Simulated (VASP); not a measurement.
Runs of VASP 6.6.1 on Nb2B. The structure is that of space group P6/mmm (No. 191), or close to it. The cells are those of the table. 

```csv
task,spin,cell,k mesh,cutoff (eV),gap on the mesh (eV),pressure (GPa),relaxed volume (Å³/atom)
single point,off,"a = 4.398, b = 4.398, c = 2.673 Å, angles 90.0, 90.0, 120.0°, 3 atoms",6 × 6 × 6,520,none,-0.2,-
single point,off,"a = 4.408, b = 4.408, c = 2.669 Å, angles 90.0, 90.0, 120.0°, 3 atoms",12 × 12 × 18,520,none,-0.2,-
relaxation of cell and atoms,off,"relaxed from a = 4.398, b = 4.398, c = 2.673 Å, angles 90.0, 90.0, 120.0°, 3 atoms",12 × 12 × 18,600,none,-0.1,(a)
single point,"collinear, ferromagnetic start","a = 4.398, b = 4.398, c = 2.673 Å, angles 90.0, 90.0, 120.0°, 3 atoms",6 × 6 × 6,500,none,-0.2,-
relaxation of cell and atoms,off,"relaxed from a = 3.310, b = 3.310, c = 3.780 Å, angles 90.0, 90.0, 120.0°, 3 atoms",6 × 6 × 4,600,none,0.0,(b)
single point,off,"a = 3.310, b = 3.310, c = 3.780 Å, angles 90.0, 90.0, 120.0°, 3 atoms",6 × 6 × 4,520,none,167.9,-
single point,off,"a = 4.388, b = 4.388, c = 2.694 Å, angles 90.0, 90.0, 120.0°, 3 atoms",6 × 6 × 4,520,none,-0.4,-
relaxation of cell and atoms,off,"relaxed from a = 4.388, b = 4.388, c = 2.694 Å, angles 90.0, 90.0, 120.0°, 3 atoms",6 × 6 × 6,600,none,0.1,14.89
```

Alike in all rows: level PBE; potentials or basis VASP PAW PBE potentials, release 64 (Nb_sv, B); smearing gaussian 0.1 eV.

Task: Fill in the values left out.

Result: (a) 14.95; (b) 14.92.

Caveats: some runs use coarse meshes; the volume moved by over 15 % at a fixed basis, so the end points are rough (some runs).

A k mesh can miss the band edges, and the runs leave out spin-orbit coupling on Nb.

A gap of «none» marks levels without a gap at the run's occupations.
